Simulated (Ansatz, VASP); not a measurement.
ScSiS4: VASP beside Ansatz

```
CELL_PARAMETERS angstrom
3.40758 0.00000 0.00000
0.00000 3.40758 0.00000
0.00000 0.00000 11.02002
ATOMIC_POSITIONS crystal
Sc 0.50000 0.50000 0.50000
Si 0.00000 0.00000 0.00000
S 0.00000 0.00000 0.62187
S 0.50000 0.50000 0.09618
S 0.50000 0.50000 0.90382
S 0.00000 0.00000 0.37813
```

Change from the starting cell: species swapped into the DyErC4 type (P4/mmm, No. 123).

Alike in both runs: functional PBE; k mesh 12 × 12 × 4; occupations gaussian, width 0.1 eV; no spin polarisation.

Ansatz relaxed the structure, and its values are those at the end. VASP's run is a single point on that final structure, the one shown.

|  | VASP | Ansatz |
| --- | --- | --- |
| version | VASP 6.6.1 | Ansatz 0.2.0 |
| potentials or method | VASP PAW PBE potentials, release 64 (Sc_sv, Si, S), cutoff 520 eV | scalar-relativistic, plane waves, PAW |
| valence electrons in the cell | 39 | 39 |

|  | VASP | Ansatz | Ansatz less VASP |
| --- | --- | --- | --- |
| gap on the k mesh at the Fermi level (eV) | none | none | - |
| pressure (GPa) | -0.1 | 0.0 | +0.10 |
| rms of the force components (eV/Å) | 0.039 | 0.001 | -0.0382 |

A gap of «none» marks a metal or a gap that the smearing closes.
